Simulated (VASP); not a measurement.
# Sb (P4/mbm) in VASP: a series of runs

Sb is run at these levels: PBE; tasks: relaxation of cell and atoms, single point.

Everything below comes from runs of VASP 6.6.1. Logs are shortened: lines on timing, memory, paths and dates and some standing lists are left out, and cuts for length are marked.

### Step 1. The cell of the first run

The structure is tetragonal, space group P4/mbm (No. 127). The conventional cell has a = 7.561 Å, b = 7.561 Å, c = 2.773 Å, α = 90.00°, β = 90.00°, γ = 90.00°. Within 3.7 Å of Sb (site symmetry m2m) lie 4 Sb at 2.77 to 2.79 Å. Sb (site symmetry 4/m) has 6 Sb at 2.77 to 2.79 Å within 3.7 Å.

### Step 2. Relaxation of cell and atoms, PBE

Contents of INCAR:

```
PREC = Accurate
ENCUT = 600
EDIFF = 1E-6
ISMEAR = 0
SIGMA = 0.1
LREAL = False
LASPH = True
NELM = 80
ALGO = Normal
ISIF = 3
LWAVE = False
LCHARG = False
GGA = PE
IBRION = 2
NSW = 90
EDIFFG = -0.04
```

Contents of KPOINTS:

```
Automatic mesh
0
Gamma
  2 2 6
```

Contents of POSCAR:

```
Sb
1.0
    7.5612471300      0.0000000000      0.0000000000
    0.0000000000      7.5612471300      0.0000000000
    0.0000000000      0.0000000000      2.7725920800
Sb
6
Direct
    0.1767953900      0.3232046100      0.0000000000
    0.3232046100      0.8232046100      0.0000000000
    0.8232046100      0.6767953900      0.0000000000
    0.6767953900      0.1767953900      0.0000000000
    0.0000000000      0.0000000000      0.0000000000
    0.5000000000      0.5000000000      0.0000000000
```

Potentials or basis: VASP PAW PBE potentials, release 64 (Sb).

Started as:

```
> cat potpaw_PBE.64/Sb/POTCAR > POTCAR
> mpirun -np 1 vasp_std > vasp.out
```

OUTCAR:

```text
PREC = Accurate
   ENCUT = 600
   EDIFF = 1E-6
   ISMEAR = 0
   LREAL = False
   LASPH = True
   NELM = 80
   ISIF = 3
   GGA = PE
   IBRION = 2
   NSW = 90
   EDIFFG = -0.04

 ion  position               nearest neighbor table
   1  0.177  0.323  0.000-   5 2.79   6 2.79   3 3.78
   2  0.323  0.823  0.000-   5 2.79   6 2.79   4 3.78
   3  0.823  0.677  0.000-   5 2.79   6 2.79   1 3.78
   4  0.677  0.177  0.000-   5 2.79   6 2.79   2 3.78
   5  0.000  0.000  0.000-   1 2.79   2 2.79   3 2.79   4 2.79
   6  0.500  0.500  0.000-   1 2.79   2 2.79   3 2.79   4 2.79

  LATTYP: Found a simple tetragonal cell.
 ALAT       =     7.5612471300
 C/A-ratio  =     0.3666844943

  Lattice vectors:

 A1 = (   7.5612471300,   0.0000000000,   0.0000000000)
 A2 = (   0.0000000000,   7.5612471300,   0.0000000000)
 A3 = (   0.0000000000,   0.0000000000,   2.7725920800)

Analysis of symmetry for initial positions (statically):
=====================================================================
 Subroutine PRICEL returns:
 Original cell was already a primitive cell.

 Routine SETGRP: Setting up the symmetry group for a
 simple tetragonal supercell.

 Subroutine GETGRP returns: Found 16 space group operations
 (whereof  8 operations were pure point group operations)
 out of a pool of 16 trial point group operations.

The static configuration has the point symmetry C_4h.
 The point group associated with its full space group is D_4h.

Analysis of symmetry for dynamics (positions and initial velocities):
=====================================================================
 Subroutine PRICEL returns:
 Original cell was already a primitive cell.

 Routine SETGRP: Setting up the symmetry group for a
 simple tetragonal supercell.

 Subroutine GETGRP returns: Found 16 space group operations
 (whereof  8 operations were pure point group operations)
 out of a pool of 16 trial point group operations.

The dynamic configuration has the point symmetry C_4h.
 The point group associated with its full space group is D_4h.

 Subroutine INISYM returns: Found 16 space group operations
 (whereof  8 operations are pure point group operations),
 and found     1 'primitive' translations

----------------------------------------------------------------------------------------

                                     Primitive cell
[... 69 lines left out ...]
   number of dos      NEDOS =    301   number of ions     NIONS =      6
   total plane-waves  NPLWV =  86400
   dimension x,y,z NGX =    60 NGY =   60 NGZ =   24
   dimension x,y,z NGXF=   120 NGYF=  120 NGZF=   48
   ions per type =               6
   NGX,Y,Z   is equivalent  to a cutoff of  13.19, 13.19, 14.39 a.u.
   NGXF,Y,Z  is equivalent  to a cutoff of  26.38, 26.38, 28.78 a.u.
 SYSTEM =  unknown system
   PREC   = accura    normal or accurate (medium, high low for compatibility)
   ISTART =      0    job   : 0-new  1-cont  2-samecut
   ICHARG =      2    charge: 1-file 2-atom 10-const
   ISPIN  =      1    spin polarized calculation?
   LNONCOLLINEAR =      F non collinear calculations
   LSORBIT =      F    spin-orbit coupling
   LASPH  =      T    aspherical Exc in radial PAW
   ENCUT  =  600.0 eV  44.10 Ry    6.64 a.u.  15.10 15.10  5.54*2*pi/ulx,y,z
   NELM   =     80;   NELMIN=  2; NELMDL= -5     # of ELM steps
   EDIFF  = 0.1E-05   stopping-criterion for ELM
   LREAL  =      F    real-space projection
   EDIFFG = -.4E-01   stopping-criterion for IOM
   NSW    =     90    number of steps for IOM
   IBRION =      2    ionic relax: 0-MD 1-quasi-New 2-CG
   NFREE  =      1    steps in history (QN), initial steepest desc. (CG)
   ISIF   =      3    stress and relaxation
   ISYM   =      2    0-nonsym 1-usesym 2-fastsym
   POTIM  = 0.5000    time-step for ionic-motion
   TEBEG  =    0.0;   TEEND  =   0.0 temperature during run
   PSTRESS=    0.0 pullay stress
   NELECT =      30.0000    total number of electrons
   NUPDOWN=      -1.0000    fix difference up-down
   EMIN   =  10.00;   EMAX   =-10.00  energy-range for DOS
   EFERMI =   0.00;   METHOD = LEGACY
   ISMEAR =     0;   SIGMA  =   0.10  broadening in eV -4-tet -1-fermi 0-gaus
   EFERMI_NEDOS =   21; number of points for ismear=-14 and -15
   IALGO  =     38    algorithm
   IMIX   =      4    mixing-type and parameters
     AMIX     =   0.40;   BMIX     =  1.00
     AMIX_MAG =   1.60;   BMIX_MAG =  1.00
  volume/ion in A,a.u.               =      26.42       178.29
  Fermi-wavevector in a.u.,A,eV,Ry     =   0.939920  1.776192 12.020066  0.883450
  Thomas-Fermi vector in A             =   2.067280
   LORBIT       =      0    0 simple, 1 ext, 2 COOP (PROOUT), +10 PAW based schemes
   GGA     = PE    functional components
   LHFCALC =     F    Hartree Fock is set to
   AEXX    =    0.0000 exact exchange contribution
   IVDW    =     0    specifies the selected vdW correction
   LEPSILON=     F    determine dielectric tensor
   LRPA    =     F    only Hartree local field effects (RPA)
 conjugate gradient relaxation of ions
 non-spin polarized calculation
 Gauss-broadening in eV      SIGMA  =   0.10
  energy-cutoff  :      600.00
  volume of cell :      158.52
 maximum number of plane-waves:      5334
   NGX = 31   NGY = 31   NGZ = 11

--------------------------------------- Ionic step        1  -------------------------------------------

 number of electron      29.9999999 magnetization

 Free energy of the ion-electron system (eV)
  ---------------------------------------------------
  ext. energy  EPLUGINS =         0.00000000
  ---------------------------------------------------
  free energy    TOTEN  =       -20.51280149 eV

  energy without entropy =      -20.49234637  energy(sigma->0) =      -20.50257393

 E-fermi :   8.6728     XC(G=0): -10.0448

 val. band max:        8.6292224968   @ k =   0.5000   0.0000   0.3333
 cond. band min:       8.7161329650   @ k =   0.0000   0.0000   0.0000
 fundamental gap:      0.0869104682
 Fermi energy:         8.6728452333
[... 646 lines left out ...]
  FREE ENERGIE OF THE ION-ELECTRON SYSTEM (eV)
  ---------------------------------------------------
  free  energy   TOTEN  =       -23.0665703076 eV

  energy  without entropy=      -23.0301567879  energy(sigma->0) =      -23.04836355

[... ionic steps 4 to 11 ...]

--------------------------------------- Ionic step       12  -------------------------------------------

 number of electron      30.0000001 magnetization

------------------------ aborting loop because EDIFF is reached ----------------------------------------
[... 75 lines left out ...]
--------------------------------------- Ionic step       14  -------------------------------------------

 number of electron      29.9999999 magnetization

 Free energy of the ion-electron system (eV)
  ---------------------------------------------------
  ext. energy  EPLUGINS =         0.00000000
  ---------------------------------------------------
  free energy    TOTEN  =       -24.11264483 eV

  energy without entropy =      -24.08676509  energy(sigma->0) =      -24.09970496

 E-fermi :   6.2067     XC(G=0):  -9.0516

 val. band max:        6.0376385364   @ k =   0.0000   0.0000   0.0000
 cond. band min:       6.2074232080   @ k =   0.5000   0.5000   0.5000
 fundamental gap:      0.1697846716
 Fermi energy:         6.2067088021
[... 295 lines left out ...]
  FREE ENERGIE OF THE ION-ELECTRON SYSTEM (eV)
  ---------------------------------------------------
  free  energy   TOTEN  =       -24.1126448268 eV

  energy  without entropy=      -24.0867650946  energy(sigma->0) =      -24.09970496

 reached required accuracy - stopping structural energy minimisation
```

OSZICAR:

```text
N       E                     dE             d eps       ncg     rms          rms(c)
DAV:   1     0.191326900166E+03    0.19133E+03   -0.11359E+04   456   0.143E+03
DAV:   2    -0.695643815514E+01   -0.19828E+03   -0.19318E+03   583   0.222E+02
DAV:   3    -0.202272012377E+02   -0.13271E+02   -0.12909E+02   566   0.617E+01
[... 129 lines left out ...]
DAV:   2    -0.241134687795E+02    0.16833E-03   -0.12226E-02   524   0.523E-01    0.123E-01
DAV:   3    -0.241127387471E+02    0.73003E-03   -0.10734E-03   536   0.153E-01    0.362E-02
DAV:   4    -0.241126480540E+02    0.90693E-04   -0.16897E-04   467   0.589E-02    0.242E-02
DAV:   5    -0.241126451887E+02    0.28654E-05   -0.10708E-05   562   0.166E-02    0.141E-02
DAV:   6    -0.241126448268E+02    0.36189E-06   -0.14735E-06   280   0.719E-03
  14 F= -.24112645E+02 E0= -.24099705E+02  d E =-.126605E-01
```

CONTCAR:

```text
Sb
   1.00000000000000
     8.0267967094778570    0.0000000000000000    0.0000000000000000
     0.0000000000000000    8.0267967094778570    0.0000000000000000
     0.0000000000000000   -0.0000000000000000    3.1048283504583254
  Sb
     6
Direct
     0.1307272770792811    0.3692727229207190    0.0000000000000000
     0.3692727229207190    0.8692727229207189    0.0000000000000000
     0.8692727229207188    0.6307272770792812    0.0000000000000000
     0.6307272770792811    0.1307272770792811    0.0000000000000000
     0.0000000000000000    0.0000000000000000    0.0000000000000000
     0.5000000000000000    0.5000000000000000    0.0000000000000000

  0.00000000E+00  0.00000000E+00  0.00000000E+00
  0.00000000E+00  0.00000000E+00  0.00000000E+00
  0.00000000E+00  0.00000000E+00  0.00000000E+00
  0.00000000E+00  0.00000000E+00  0.00000000E+00
  0.00000000E+00  0.00000000E+00  0.00000000E+00
  0.00000000E+00  0.00000000E+00  0.00000000E+00
```

It took 3.7 min on 1 thread of Intel Xeon 6975P-C (Granite Rapids), shared host; peak memory 0.3 GiB.

Results:

```yaml
Free_energy: -24.1126 eV
Relaxed_volume: 33.34 Å³/atom
Relaxed_cell: a = 8.027 Å, b = 8.027 Å, c = 3.105 Å, α = 90.00°, β = 90.00°, γ = 90.00°
Space_group_after_relaxing_to_0.05_Å: P4/mbm (No. 127)
Energy_gained_by_relaxing: 600.0 meV/atom
Ionic_steps: 14
Pressure_after_relaxing: 0.0 GPa
Band_gap_on_the_k_mesh: zero (band 15 reaches 7.52 eV, above the bottom of band 16 at 3.89 eV)
```

Forces in eV/Å, atoms in the order of the input:
```
Sb  -0.002  0.002  0.000
Sb   0.002  0.002  0.000
Sb   0.002 -0.002  0.000
Sb  -0.002 -0.002  0.000
Sb   0.000  0.000  0.000
Sb   0.000  0.000  0.000
```

Stress tensor (GPa, compression positive):
```
-0.09  0.00  0.00
 0.00 -0.09  0.00
 0.00  0.00  0.18
```

Step by step:
```csv
step,energy change (eV),largest force (eV/Å),pressure (GPa),volume (Å³)
1,0.0000,1.2386,21.16,158.52
2,-1.4530,0.1531,-5.99,252.72
3,-2.5538,0.4843,-0.16,206.05
4,-2.5539,0.4939,0.06,205.02
5,-2.6095,0.3555,-0.05,206.19
6,-2.6115,0.3759,-0.05,206.02
7,-2.6474,0.3821,-0.20,206.06
8,-2.7567,0.3928,-0.68,206.18
9,-3.0009,0.5645,-1.39,206.40
10,-3.5681,0.0132,-1.41,206.74
11,-3.5533,0.5084,0.73,198.38
12,-3.5872,0.1697,-0.53,202.99
13,-3.5972,0.0739,-0.25,201.42
14,-3.5998,0.0024,0.00,200.04
```

Final structure:
```cif
data_structure
_symmetry_space_group_name_H-M 'P 1'
_symmetry_Int_Tables_number 1
_cell_length_a 8.0268
_cell_length_b 8.0268
_cell_length_c 3.1048
_cell_angle_alpha 90.000
_cell_angle_beta 90.000
_cell_angle_gamma 90.000
_cell_volume 200.04
loop_
_atom_site_label
_atom_site_type_symbol
_atom_site_fract_x
_atom_site_fract_y
_atom_site_fract_z
_atom_site_occupancy
Sb1 Sb 0.13073 0.36927 0.00000 1
Sb2 Sb 0.36927 0.86927 0.00000 1
Sb3 Sb 0.86927 0.63073 0.00000 1
Sb4 Sb 0.63073 0.13073 0.00000 1
Sb5 Sb 0.00000 0.00000 0.00000 1
Sb6 Sb 0.50000 0.50000 0.00000 1
```

Levels at points of the mesh, in eV from the Fermi level:
```tsv
k point	band 12	band 13	band 14	band 15	band 16	band 17	band 18	band 19
(0.00, 0.00, 0.00)	-1.52	-1.19	-0.17	1.31	1.31	1.98	1.98	3.38
(0.50, 0.00, 0.00)	-2.43	0.06	0.06	0.81	0.81	2.56	2.56	3.83
(0.50, 0.50, 0.00)	-2.30	0.04	0.04	0.55	0.55	3.41	3.41	4.20
(0.00, 0.00, 0.50)	-2.95	-2.83	-2.83	-1.78	-0.33	0.76	0.76	0.83
(0.50, 0.00, 0.50)	-2.84	-2.48	-2.48	-1.45	-1.45	-0.29	-0.29	2.38
(0.50, 0.50, 0.50)	-2.48	-2.31	-2.31	-2.31	-2.31	0.00	0.00	2.81
```

Caveat: the k points lie up to 0.39 Å⁻¹ apart in the final cell; the volume moved by over 15 % at a fixed basis, so the end points are rough; spin-orbit coupling is left out, which moves the levels of the heavy elements.

### Step 3. Single point, PBE

This run uses another cell than the first one, of 32.79 Å³/atom, 1.241 times its volume.

Contents of INCAR:

```
SYSTEM = Sb
PREC = Accurate
ENCUT = 520
EDIFF = 1E-6
ISMEAR = 0
SIGMA = 0.1
LREAL = .False.
LASPH = .True.
NELM = 60
ALGO = Normal
ISIF = 2
LWAVE = .False.
LCHARG = .False.
GGA = PE
NBANDS = 24
```

Contents of KPOINTS:

```
Automatic mesh
0
Gamma
  6 6 12
  0 0 0
```

Contents of POSCAR:

```
Sb
1.0
    7.9167745009      0.0000000000      0.0000000000
    0.0000000000      7.9167745009      0.0000000000
    0.0000000000      0.0000000000      3.1391499321
Sb
6
Direct
    0.1301866878      0.3698133122      0.0000000000
    0.3698133122      0.8698133122      0.0000000000
    0.8698133122      0.6301866878      0.0000000000
    0.6301866878      0.1301866878      0.0000000000
    0.0000000000      0.0000000000      0.0000000000
    0.5000000000      0.5000000000      0.0000000000
```

Potentials or basis: VASP PAW PBE potentials, release 64 (Sb).

Started as:

```
> cat potpaw_PBE.64/Sb/POTCAR > POTCAR
> mpirun -np 1 vasp_std > vasp.out
```

It took 2.1 min on 1 thread of Intel Xeon 6975P-C (Granite Rapids), shared host; peak memory 0.41 GiB.

The run converged. Its results:

- Free energy: -24.1179 eV
- Pressure: 0.0 GPa
- Largest force: 0.018 eV/Å
- Band gap on the k mesh: zero (band 15 reaches 7.98 eV, above the bottom of band 16 at 4.07 eV)

Forces in eV/Å, atoms in the order of the input:
```
Sb   0.012 -0.012  0.000
Sb  -0.012 -0.012  0.000
Sb  -0.012  0.012  0.000
Sb   0.012  0.012  0.000
Sb   0.000  0.000  0.000
Sb   0.000  0.000  0.000
```

Levels at points of the mesh, in eV from the Fermi level:
| k point | band 14 | band 15 | band 16 | band 17 | band 18 | band 19 |
| --- | --- | --- | --- | --- | --- | --- |
| (0.00, 0.00, 0.00) | 0.27 | 1.69 | 1.69 | 2.38 | 2.38 | 3.21 |
| (0.50, 0.00, 0.00) | 0.43 | 1.14 | 1.14 | 3.06 | 3.06 | 3.69 |
| (0.50, 0.50, 0.00) | 0.44 | 0.92 | 0.92 | 3.95 | 3.95 | 4.10 |
| (0.00, 0.00, 0.50) | -2.58 | -1.75 | -0.16 | 1.01 | 1.03 | 1.03 |
| (0.50, 0.00, 0.50) | -2.45 | -1.33 | -1.33 | -0.13 | -0.13 | 2.65 |
| (0.50, 0.50, 0.50) | -2.26 | -2.09 | -2.09 | 0.13 | 0.13 | 2.60 |

Caveat: spin-orbit coupling is left out, which moves the levels of the heavy elements.

### Step 4. Single point, PBE

This run uses another cell than the first one, of 32.79 Å³/atom, 1.241 times its volume.

Contents of INCAR:

```
PREC     = Accurate       # precision mode
ENCUT    = 520            # plane-wave cutoff, eV
EDIFF    = 1E-6           # SCF threshold, eV
ISMEAR   = 0              # smearing method
SIGMA    = 0.1            # smearing width, eV
LREAL    = False          # projectors in reciprocal space
LASPH    = True           # aspherical terms in the spheres
NELM     = 100            # most SCF steps
ALGO     = Normal         # electronic algorithm
ISIF     = 2              # what is computed and relaxed
LWAVE    = False          # write WAVECAR
LCHARG   = False          # write CHGCAR
GGA      = PE             # functional
NBANDS   = 24             # bands
```

Contents of KPOINTS:

```
regular mesh
0
Gamma
  6 6 12
```

POSCAR is that of step 3.

Started as:

```
> cat potpaw_PBE.64/Sb/POTCAR > POTCAR
> mpirun -np 1 vasp_std > vasp.out
```

Run time: 2.1 min. Hardware: 1 thread of Intel Xeon 6975P-C (Granite Rapids), shared host; peak memory 0.42 GiB.

It converged, with:

| Item | Value |
| --- | --- |
| Free energy | -24.1179 eV |
| Pressure | 0.0 GPa |
| Largest force | 0.018 eV/Å |
| Band gap on the k mesh | zero (band 15 reaches 7.98 eV, above the bottom of band 16 at 4.07 eV) |

Forces in eV/Å, atoms in the order of the input:
```
Sb   0.012 -0.012  0.000
Sb  -0.012 -0.012  0.000
Sb  -0.012  0.012  0.000
Sb   0.012  0.012  0.000
Sb   0.000  0.000  0.000
Sb   0.000  0.000  0.000
```

Levels at points of the mesh, in eV from the Fermi level:
```csv
k point,band 12,band 13,band 14,band 15,band 16,band 17,band 18,band 19,band 20,band 21
"(0.00, 0.00, 0.00)",-1.15,-0.89,0.27,1.69,1.69,2.38,2.38,3.21,3.98,4.38
"(0.50, 0.00, 0.00)",-2.16,0.43,0.43,1.14,1.14,3.06,3.06,3.69,3.69,4.85
"(0.50, 0.50, 0.00)",-2.06,0.44,0.44,0.92,0.92,3.95,3.95,4.10,4.10,4.15
"(0.00, 0.00, 0.50)",-2.82,-2.82,-2.58,-1.75,-0.16,1.01,1.03,1.03,2.49,2.82
"(0.50, 0.00, 0.50)",-2.48,-2.45,-2.45,-1.33,-1.33,-0.13,-0.13,2.65,2.65,3.03
"(0.50, 0.50, 0.50)",-2.29,-2.26,-2.26,-2.09,-2.09,0.13,0.13,2.60,2.60,3.07
```

Caveat: spin-orbit coupling is left out, which moves the levels of the heavy elements.
